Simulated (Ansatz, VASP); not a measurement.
## One calculation of Be, two programs

```xyz
8
Lattice="2.2472 0.0000 0.0000 -1.1236 1.9461 0.0000 0.0000 0.0000 14.3205" Properties=species:S:1:pos:R:3 pbc="T T T"
Be    0.0000    0.0000    0.0000
Be    0.0000    0.0000    7.1603
Be    0.0000    0.0000    3.5801
Be    0.0000    0.0000   10.7404
Be    0.0000    1.2974    5.3702
Be    0.0000    1.2974   12.5305
Be    1.1236    0.6487    1.7901
Be    1.1236    0.6487    8.9503
```

Alike in both runs: task single point; functional PBEsol; k mesh 12 × 12 × 2; occupations gaussian, width 0.1 eV; no spin polarisation.

```csv
,VASP,Ansatz
version,VASP 6.6.1,Ansatz 0.2.0
potentials or method,"VASP PAW PBE potentials, release 64 (Be), cutoff 520 eV","scalar-relativistic, plane waves, PAW"
valence electrons in the cell,16,16
```

VASP gave:

```
gap on the k mesh at the Fermi level (eV)                     : none
pressure (GPa)                                                : 0.3
traceless stress, the component that is largest in VASP (GPa) : -0.15
```

Which values does Ansatz return?

gap on the k mesh at the Fermi level (eV): none; pressure (GPa): -0.1; traceless stress, the component that is largest in VASP (GPa): -0.19.

VASP's potentials were made for PBE, not for PBEsol. A gap of «none» marks a metal or a gap that the smearing closes. The functional is the same, so the differences come from potentials, cutoffs and numerics.
